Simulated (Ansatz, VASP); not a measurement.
Given: the input of a run of VASP 6.6.1 on WC.

The input INCAR:

```
PREC = Accurate
ENCUT = 600
EDIFF = 1E-7
ISMEAR = -1
SIGMA = 0.05
LREAL = F
LASPH = T
NELM = 60
ALGO = Normal
ISIF = 3
LWAVE = F
LCHARG = F
GGA = RP
IVDW = 13
IBRION = 2
NSW = 60
EDIFFG = -0.01
```

Contents of KPOINTS:

```
regular mesh
0
Gamma
  10 10 6
```

File POSCAR:

```
WC
1.0
    1.6403461100     -2.1180379000      0.0000000000
    1.6403461100      2.1180379000      0.0000000000
    0.0000000000      0.0000000000      4.3094211000
W C
1 1
Direct
    0.5000000000      0.5000000000      0.5000000000
    0.0000000000      0.0000000000      0.0000000000
```

Potentials or basis: VASP PAW PBE potentials, release 64 (W_sv, C).

Launch:

```sh
$ cat potpaw_PBE.64/W_sv/POTCAR potpaw_PBE.64/C/POTCAR > POTCAR
$ mpirun -np 1 vasp_std > vasp.out
```

Problem. Translate it to Ansatz 0.2.0. Potentials there: Ansatz PAW.

Solution. As run (the cutoff follows the program's own potentials):

input.yaml

```yaml
crystal:
  lattice:
    - [1.64034611, -2.1180379, 0.0]
    - [1.64034611, 2.1180379, 0.0]
    - [0.0, 0.0, 4.3094211]
  atoms:
    - { symbol: W, position: [0.5, 0.5, 0.5] }
    - { symbol: C, position: [0.0, 0.0, 0.0] }
hamiltonian:
  xc: rpbe
  pseudopotentials: { kind: paw }
  dispersion: d4
kpoints:
  mp_grid: { grid: [10, 10, 6] }
scf:
  occupations: { method: fermi_dirac, width: 0.05 }
output:
  forces: true
  stress: true
  eigenvalues: true
relax:
  f_tol: 0.01
  max_steps: 40
  cell: { stress_tol: 0.05 }
```

Potentials or basis: Ansatz PAW.

Command:

```bash
$ ansatz run input.yaml --threads 2 --pin off --max-ram 5632MiB --backend cpu --events-out ev --progress --plain --runs-dir out
```

Both were run:

|  | VASP | Ansatz | Ansatz less VASP |
| --- | --- | --- | --- |
| gap on the k mesh at the Fermi level, each at its own relaxed structure (eV) | none | none | - |
| relaxed volume (Å³/atom) | 11.29 | 11.27 | -0.020 |
| relaxed cell length with the largest relative difference (Å) | 3.009 | 3.007 | -0.0025 |

VASP's potentials were made for PBE, not for RPBE. A gap of «none» marks a metal or a gap that the smearing closes.

Spin-orbit coupling is off throughout. Noted on VASP's run: the volume moved by over 15 % at a fixed basis, so the end points are rough. Noted on Ansatz's run: the volume moved by over 15 % at a fixed basis, so the end points are rough; the plane-wave basis is chosen anew once the cell has moved, so the energies of steps on either side of that aren't comparable.
